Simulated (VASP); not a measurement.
# CdS (P6_3mc) in VASP: settings compared, part 3 of 3

VASP 6.6.1. Earlier steps stand in the parts before.

### 5 Single point, b88 exchange, pbe correlation, collinear spin (25.12 Å³/atom)

This run uses another cell than the first one, of 25.12 Å³/atom.

Input file INCAR:

```
SYSTEM = CdS
PREC     = Accurate       ! precision mode
ENCUT    = 500            ! plane-wave cutoff, eV
EDIFF    = 1E-6           ! SCF threshold, eV
ISMEAR   = -5             ! smearing method
SIGMA    = 0.05           ! smearing width, eV
LREAL    = .False.        ! projectors in reciprocal space
LASPH    = .True.         ! aspherical terms in the spheres
NELM     = 200            ! most SCF steps
ALGO     = Normal         ! electronic algorithm
ISIF     = 2              ! what is computed and relaxed
LWAVE    = .False.        ! write WAVECAR
LCHARG   = .True.         ! write CHGCAR
ISPIN    = 2              ! spin polarisation
MAGMOM   = 0.5 -0.25 0 0  ! initial moments
LORBIT   = 11             ! projections on sites
GGA      = LIBXC          ! functional
LIBXC1   = GGA_X_B88    
LIBXC2   = GGA_C_PBE    
LELF     = .True.         ! ELF
LVHAR    = .True.       
NBANDS   = 30             ! bands
GGA_COMPAT= .False.
```

Input file KPOINTS:

```
Automatic mesh
0
Gamma
  7 7 4
  0 0 0
```

Input file POSCAR:

```
CdS
1.0
    4.1500000000      0.0000000000      0.0000000000
   -2.0750000000      3.5940054257      0.0000000000
    0.0000000000      0.0000000000      6.7370000000
Cd S
2 2
Direct
    0.6666666667      0.3333333333      0.5000000000
    0.3333333333      0.6666666667      0.0000000000
    0.6666666667      0.3333333333      0.8750000000
    0.3333333333      0.6666666667      0.3750000000
```

Potentials or basis: VASP PAW PBE potentials, release 64 (Cd, S).

On the command line:

```
$ cat potpaw_PBE.64/Cd/POTCAR potpaw_PBE.64/S/POTCAR > POTCAR
$ mpirun -np 1 vasp_std > vasp.out
```

OUTCAR:

```text
SYSTEM = CdS
   PREC = Accurate
   ENCUT = 500
   EDIFF = 1E-6
   ISMEAR = -5
   LREAL = .False.
   LASPH = .True.
   NELM = 200
   ISIF = 2
   ISPIN = 2
   LORBIT = 11
   GGA = LIBXC

 ion  position               nearest neighbor table
   1  0.667  0.333  0.500-   3 2.53   4 2.54   4 2.54   4 2.54
   2  0.333  0.667  0.000-   4 2.53   3 2.54   3 2.54   3 2.54
   3  0.667  0.333  0.875-   1 2.53   2 2.54   2 2.54   2 2.54
   4  0.333  0.667  0.375-   2 2.53   1 2.54   1 2.54   1 2.54

  LATTYP: Found a hexagonal cell.
 ALAT       =     4.1500000000
 C/A-ratio  =     1.6233734940

  Lattice vectors:

 A1 = (   4.1500000000,   0.0000000000,   0.0000000000)
 A2 = (  -2.0750000000,   3.5940054257,   0.0000000000)
 A3 = (   0.0000000000,   0.0000000000,   6.7370000000)

Analysis of symmetry for initial positions (statically):
=====================================================================
 Subroutine PRICEL returns:
 Original cell was already a primitive cell.

 Routine SETGRP: Setting up the symmetry group for a
 hexagonal supercell.

 Subroutine GETGRP returns: Found 12 space group operations
 (whereof  6 operations were pure point group operations)
 out of a pool of 24 trial point group operations.

The static configuration has the point symmetry C_3v.
 The point group associated with its full space group is C_6v.

Analysis of symmetry for dynamics (positions and initial velocities):
=====================================================================
 Subroutine PRICEL returns:
 Original cell was already a primitive cell.

 Routine SETGRP: Setting up the symmetry group for a
 hexagonal supercell.

 Subroutine GETGRP returns: Found 12 space group operations
 (whereof  6 operations were pure point group operations)
 out of a pool of 24 trial point group operations.

The dynamic configuration has the point symmetry C_3v.
 The point group associated with its full space group is C_6v.

Analysis of structural, dynamic, and magnetic symmetry:
=====================================================================
 Subroutine PRICEL returns:
 Original cell was already a primitive cell.

 Routine SETGRP: Setting up the symmetry group for a
 hexagonal supercell.

 Subroutine GETGRP returns: Found  6 space group operations
 (whereof  6 operations were pure point group operations)
 out of a pool of 24 trial point group operations.

The overall configuration has the point symmetry C_3v.

 Subroutine INISYM returns: Found  6 space group operations
 (whereof  6 operations are pure point group operations),
 and found     1 'primitive' translations

----------------------------------------------------------------------------------------

                                     Primitive cell

  volume of cell :     100.4832

  direct lattice vectors                    reciprocal lattice vectors
     4.150000000  0.000000000  0.000000000     0.240963855  0.139120547  0.000000000
    -2.075000000  3.594005426  0.000000000     0.000000000  0.278241094  0.000000000
     0.000000000  0.000000000  6.737000000     0.000000000  0.000000000  0.148434021

  length of vectors
     4.150000000  4.150000000  6.737000000     0.278241094  0.278241094  0.148434021

  position of ions in fractional coordinates (direct lattice)
     0.666666667  0.333333333  0.500000000
     0.333333333  0.666666667  0.000000000
[... 85 lines left out ...]
   EDIFFG = 0.1E-04   stopping-criterion for IOM
   NSW    =      0    number of steps for IOM
   IBRION =     -1    ionic relax: 0-MD 1-quasi-New 2-CG
   NFREE  =      0    steps in history (QN), initial steepest desc. (CG)
   ISIF   =      2    stress and relaxation
   ISYM   =      2    0-nonsym 1-usesym 2-fastsym
   POTIM  = 0.5000    time-step for ionic-motion
   TEBEG  =    0.0;   TEEND  =   0.0 temperature during run
   PSTRESS=    0.0 pullay stress
   NELECT =      36.0000    total number of electrons
   NUPDOWN=      -1.0000    fix difference up-down
   EMIN   =  10.00;   EMAX   =-10.00  energy-range for DOS
   EFERMI =   0.00;   METHOD = LEGACY
   ISMEAR =    -5;   SIGMA  =   0.05  broadening in eV -4-tet -1-fermi 0-gaus
   EFERMI_NEDOS =   21; number of points for ismear=-14 and -15
   IALGO  =     38    algorithm
   IMIX   =      4    mixing-type and parameters
     AMIX     =   0.40;   BMIX     =  1.00
     AMIX_MAG =   1.60;   BMIX_MAG =  1.00
  volume/ion in A,a.u.               =      25.12       169.52
  Fermi-wavevector in a.u.,A,eV,Ry     =   1.162727  2.197236 18.394190  1.351935
  Thomas-Fermi vector in A             =   2.299285
   LORBIT       =     11    0 simple, 1 ext, 2 COOP (PROOUT), +10 PAW based schemes
   GGA     = LIBXC    functional components
   LHFCALC =     F    Hartree Fock is set to
   AEXX    =    0.0000 exact exchange contribution
   IVDW    =     0    specifies the selected vdW correction
   LEPSILON=     F    determine dielectric tensor
   LRPA    =     F    only Hartree local field effects (RPA)
 spin polarized calculation
 Fermi weights with tetrahedron method with Bloechl corrections
  energy-cutoff  :      500.00
  volume of cell :      100.48
 maximum number of plane-waves:      2573
 NGX is ok and might be reduce to    30
   NGX = 15   NGY = 15   NGZ = 25

 number of electron      35.9999973 magnetization       0.0000208

 number of electron      35.9999973 magnetization      -0.0000001

 Free energy of the ion-electron system (eV)
  ---------------------------------------------------
  ext. energy  EPLUGINS =         0.00000000
  ---------------------------------------------------
  free energy    TOTEN  =       -11.73137343 eV

  energy without entropy =      -11.73137343  energy(sigma->0) =      -11.73137343

 E-fermi :   1.1829     XC(G=0):  -9.0987

 val. band max:        1.1653089332   @ k =   0.0000   0.0000   0.0000
 cond. band min:       2.3706930417   @ k =   0.0000   0.0000   0.0000
 fundamental gap:      1.2053841085
 Fermi energy:         1.1829434510

 spin component 1

 k-point     1 :       0.0000    0.0000    0.0000
  band No.  band energies     occupation
      1     -11.1266      1.00000
      2     -10.7033      1.00000
      3      -6.5219      1.00000
      4      -6.5001      1.00000
      5      -6.5001      1.00000
      6      -6.4151      1.00000
[... 781 lines left out ...]
     29      13.4614      0.00000
     30      13.4614      0.00000

 [... further k-points ...]

 spin component 2

 k-point     1 :       0.0000    0.0000    0.0000
  band No.  band energies     occupation
      1     -11.1266      1.00000
      2     -10.7033      1.00000
      3      -6.5219      1.00000
      4      -6.5001      1.00000
      5      -6.5001      1.00000
      6      -6.4151      1.00000
[... 781 lines left out ...]
     29      13.4614      0.00000
     30      13.4614      0.00000

 [... further k-points ...]

------------------------ aborting loop because EDIFF is reached ----------------------------------------

  FORCE on cell =-STRESS in cart. coord.  units (eV):
  Direction    XX          YY          ZZ          XY          YZ          ZX
  --------------------------------------------------------------------------------------
  -------------------------------------------------------------------------------------
  Total        1.3318910      1.3318910      1.7354989     -0.0000000      0.0000000      0.0000000
  in kB       21.2366449     21.2366449     27.6720633     -0.0000000      0.0000000      0.0000000
  external PRESSURE =      23.3817843 kB  Pullay stress =       0.0000000 kB

 VOLUME and BASIS-vectors are now :
 -----------------------------------------------------------------------------
  energy-cutoff  :      500.00
  volume of cell :      100.48
      direct lattice vectors                 reciprocal lattice vectors
     4.150000000  0.000000000  0.000000000     0.240963855  0.139120547  0.000000000
    -2.075000000  3.594005426  0.000000000     0.000000000  0.278241094  0.000000000
     0.000000000  0.000000000  6.737000000     0.000000000  0.000000000  0.148434021

 POSITION                                       TOTAL-FORCE (eV/Angst)
 -----------------------------------------------------------------------------------
      2.07500      1.19800      3.36850         0.000000      0.000000     -0.069486
     -0.00000      2.39600      0.00000        -0.000000      0.000000     -0.069481
      2.07500      1.19800      5.89487         0.000000      0.000000      0.069487
     -0.00000      2.39600      2.52637         0.000000      0.000000      0.069480
 -----------------------------------------------------------------------------------
    total drift:                               -0.000000     -0.000000     -0.000671

  FREE ENERGIE OF THE ION-ELECTRON SYSTEM (eV)
  ---------------------------------------------------
  free  energy   TOTEN  =       -11.7313734331 eV

  energy  without entropy=      -11.7313734331  energy(sigma->0) =      -11.73137343

 total charge

# of ion       s       p       d       tot
------------------------------------------
    1        0.423   0.319   9.566  10.309
    2        0.423   0.319   9.566  10.309
    3        1.324   2.401   0.000   3.725
    4        1.324   2.401   0.000   3.725
--------------------------------------------------
tot          3.496   5.439  19.132  28.067

 magnetization (x)

# of ion       s       p       d       tot
------------------------------------------
    1       -0.000  -0.000   0.000  -0.000
    2        0.000   0.000  -0.000   0.000
    3        0.000  -0.000   0.000   0.000
    4       -0.000   0.000   0.000   0.000
--------------------------------------------------
tot         -0.000   0.000   0.000   0.000
```

Wall time 2.1 min (1 thread of Intel Xeon Platinum 8488C (Sapphire Rapids), shared host); peak memory 0.29 GiB.

What came out:

| Item | Value |
| --- | --- |
| Free energy | -11.7314 eV |
| Pressure | 2.3 GPa |
| Largest force | 0.069 eV/Å |
| Band gap on the k mesh | 1.21 eV |
| Net moment | 0.00 μB per cell |
| Valence electrons inside the program's atomic spheres | Cd 10.31; S 3.73 |

Forces on the atoms (eV/Å):
```
Cd   0.000  0.000 -0.069
Cd   0.000  0.000 -0.069
S    0.000  0.000  0.069
S    0.000  0.000  0.069
```

Stress tensor (GPa, compression positive):
```
2.12 0.00 0.00
0.00 2.12 0.00
0.00 0.00 2.77
```

Levels at points of the mesh, in eV from the valence-band top:
Spin up:
```tsv
k point	band 16	band 17	band 18	band 19	band 20	band 21
(0.00, 0.00, 0.00)	-0.04	0.00	0.00	1.21	2.79	6.48
(0.00, 0.00, 0.50)	-0.39	-0.39	-0.39	2.85	2.85	6.21
```
Spin down:
| k point | band 15 | band 16 | band 17 | band 18 | band 19 | band 20 | band 21 | band 22 |
| --- | --- | --- | --- | --- | --- | --- | --- | --- |
| (0.00, 0.00, 0.00) | -0.76 | -0.04 | 0.00 | 0.00 | 1.21 | 2.79 | 6.48 | 6.48 |
| (0.00, 0.00, 0.50) | -0.39 | -0.39 | -0.39 | -0.39 | 2.85 | 2.85 | 6.21 | 6.21 |

Caveat: the PAW data sets were made with another functional, which shifts forces and pressure a little.

### 6 Overview

```tsv
cell	gap on the mesh (eV)	pressure (GPa)	moment (μB)	largest force (eV/Å)
a = 4.065, b = 4.065, c = 6.599 Å, angles 90.0, 90.0, 120.0°, 4 atoms	1.35	6.8	0.00	0.08
a = 4.094, b = 4.094, c = 6.646 Å, angles 90.0, 90.0, 120.0°, 4 atoms	1.30	5.2	0.00	0.08
a = 4.122, b = 4.122, c = 6.692 Å, angles 90.0, 90.0, 120.0°, 4 atoms	1.25	3.7	0.00	0.07
a = 4.150, b = 4.150, c = 6.737 Å, angles 90.0, 90.0, 120.0°, 4 atoms	1.21	2.3	0.00	0.07
```

Alike in all rows: task single point; level b88 exchange, pbe correlation; potentials or basis VASP PAW PBE potentials, release 64 (Cd, S); spin collinear; k mesh 7 × 7 × 4; cutoff (eV) 500; smearing tetrahedron.

Caveats: the PAW data sets were made with another functional, which shifts forces and pressure a little; the cell stands under pressure (at least some runs).

Absolute energies hang on the potentials; compare differences alone.
